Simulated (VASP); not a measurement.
A run of VASP 6.6.1:

File INCAR:

```
SYSTEM = Sn
PREC = Accurate
ENCUT = 520
EDIFF = 1E-6
ISMEAR = 0
SIGMA = 0.1
LREAL = .FALSE.
LASPH = .TRUE.
NELM = 80
ALGO = Fast
ISIF = 2
LWAVE = .FALSE.
LCHARG = .FALSE.
GGA = PE
NBANDS = 28
```

File KPOINTS:

```
Automatic mesh
0
G
  15 15 15
  0 0 0
```

Contents of POSCAR:

```
Sn
1.0
    1.6957798370      0.9790589454      8.3973716607
   -1.6957798370      0.9790589454      8.3973716607
    0.0000000000     -1.9581178907      8.3973716607
Sn
3
Direct
    0.0000000000      0.0000000000      0.0000000000
    0.2227161039      0.2227161039      0.2227161039
    0.7772838961      0.7772838961      0.7772838961
```

Potentials or basis: VASP PAW PBE potentials, release 64 (Sn_d).

Run with:

```console
$ cat potpaw_PBE.64/Sn_d/POTCAR > POTCAR
$ mpirun -np 1 vasp_std > vasp.out
```

Hardware: 1 thread of Intel(R) Xeon(R) Platinum 8488C (Sapphire Rapids), on a shared host.

Problem. How long does it take, and how much memory?

Solution. Run time: 49 min on 1 thread of Intel(R) Xeon(R) Platinum 8488C (Sapphire Rapids), on a shared host, peak memory 0.99 GiB. Counts: scf iterations 13, k points 344.
